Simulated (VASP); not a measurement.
The system is Mg4S.

```xyz
5
Lattice="3.4000 0.0000 0.0000 -1.7000 2.9445 0.0000 0.0000 0.0000 9.4000" Properties=species:S:1:pos:R:3 pbc="T T T"
Mg    0.0000    1.9630    1.4100
Mg    1.7000    0.9815    7.9900
Mg    1.7000    0.9815    3.5720
Mg    0.0000    1.9630    5.8280
S     0.0000    0.0000    0.0000
```

| Property | Result |
| --- | --- |
| Program | VASP 6.6.1 |
| Task | relaxation of cell and atoms |
| Functional | PBE |
| Potentials or basis | VASP PAW PBE potentials, release 64 (Mg, S) |
| Cutoff | 600 eV |
| k mesh | 5 × 5 × 2 |
| Occupations | gaussian, width 0.2 eV |
| Spin | no spin polarisation |

At the start: pressure 11.4 GPa; volume 18.82 Å³/atom.

Problem. Where does the relaxation end?

Solution. Over 6 steps the energy falls by 136.4 meV/atom and the volume is 22.45 Å³/atom (+19.3 %); space group P-3m1 (No. 164, to 0.1 Å) before and after.

The path:
```csv
step,energy change (eV),largest force (eV/Å),pressure (GPa),volume (Å³)
1,0.0000,0.6174,11.45,94.11
2,-0.6477,0.3555,-0.68,113.56
3,-0.6501,0.3064,-0.15,112.21
4,-0.6500,0.3207,-0.31,112.60
5,-0.6681,0.2247,-0.25,112.48
6,-0.6818,0.0554,-0.10,112.23
```

Final structure:
```
Mg S
1.0
     3.51413    0.00000    0.00000
    -1.75707    3.04333    0.00000
     0.00000    0.00000   10.49423
Mg S
4 1
Direct
  0.33333 0.66667 0.14904
  0.66667 0.33333 0.85096
  0.66667 0.33333 0.38430
  0.33333 0.66667 0.61570
  0.00000 0.00000 0.00000
```

Caveat: the k points lie up to 0.41 Å⁻¹ apart in the final cell; the volume moved by over 15 % at a fixed basis, so the end points are rough; the relaxation stopped at a loose force limit of 0.08 eV/Å, so its end isn't a converged minimum.
